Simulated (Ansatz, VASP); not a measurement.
# LaHg: VASP beside Ansatz

```xyz
2
Lattice="3.8370 0.0000 0.0000 0.0000 3.8370 0.0000 0.0000 0.0000 3.8370" Properties=species:S:1:pos:R:3 pbc="T T T"
La    1.9185    1.9185    1.9185
Hg    0.0000    0.0000    0.0000
```

Alike in both runs: task electric field gradients; functional LDA; k mesh 11 × 11 × 11; occupations fermi-dirac, width 0.08 eV; no spin polarisation.

|  | VASP | Ansatz |
| --- | --- | --- |
| version | VASP 6.6.1 | Ansatz 0.2.0 |
| potentials or method | VASP PAW LDA potentials, release 64 (La, Hg), cutoff 520 eV | all-electron PAW with datasets made for the crystal, scalar-relativistic |

|  | VASP | Ansatz | Ansatz less VASP |
| --- | --- | --- | --- |
| pressure (GPa) | -1.7 | -1.9 | -0.15 |

LDA's correlation is that of Perdew and Zunger in VASP and of Perdew and Wang (1992) in Ansatz. Ansatz ran all-electron here, and VASP with PAW potentials.

Neither program's run includes spin-orbit coupling.
